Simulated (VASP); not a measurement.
Set up this calculation in VASP 6.6.1, as the native input.

- Task: relaxation of cell and atoms
- Functional: PBE
- Potentials or basis: VASP PAW PBE potentials, release 64 (Sn_d, O)
- Cutoff: 600 eV
- k mesh: 6 × 6 × 8
- Occupations: gaussian, width 0.02 eV
- Spin: no spin polarisation
- Dipole correction: no
- Further INCAR settings: ALGO = Normal; EDIFF = 1e-06; IBRION = 2; EDIFFG = -0.005; NSW = 100; ISIF = 3

The structure of SnO2 lies in POSCAR:

```
SnO2
1.0
    4.7648180450      0.0000000000      0.0000000000
    0.0000000000      4.7648180450      0.0000000000
    0.0000000000      0.0000000000      3.2074997700
Sn O
2 4
Direct
    0.5000000000      0.5000000000      0.5000000000
    0.0000000000      0.0000000000      0.0000000000
    0.1940277000      0.8059723000      0.5000000000
    0.8059723000      0.1940277000      0.5000000000
    0.3059723000      0.3059723000      0.0000000000
    0.6940277000      0.6940277000      0.0000000000
```

These files were run (other wordings do the same):

INCAR

```
PREC = Accurate
ENCUT = 600
EDIFF = 1E-6
ISMEAR = 0
SIGMA = 0.02
LREAL = False
LASPH = True
NELM = 60
ALGO = Normal
ISIF = 3
LWAVE = False
LCHARG = False
GGA = PE
IBRION = 2
NSW = 100
EDIFFG = -0.005
```

KPOINTS

```
regular mesh
0
Gamma
  6 6 8
```

Potentials or basis: VASP PAW PBE potentials, release 64 (Sn_d, O).

Run with:

```bash
$ cat potpaw_PBE.64/Sn_d/POTCAR potpaw_PBE.64/O/POTCAR > POTCAR
$ mpirun -np 1 vasp_std > vasp.out
```

Results of the run:

- Relaxed volume: 12.61 Å³/atom
- Relaxed cell: a = 4.830 Å, b = 4.830 Å, c = 3.242 Å, α = 90.00°, β = 90.00°, γ = 90.00°
- Space group after relaxing (to 0.05 Å): P4_2/mnm (No. 136)
- Energy gained by relaxing: 10.1 meV/atom
- Ionic steps: 13
- Pressure after relaxing: 0.0 GPa
- Band gap on the k mesh: 0.64 eV, direct

Caveat: spin-orbit coupling is left out, which moves the levels of the heavy elements.

Wall time 12 min on 1 thread of Intel(R) Xeon(R) Platinum 8375C CPU @ 2.90GHz (Ice Lake), on a shared host, peak memory 0.28 GiB.
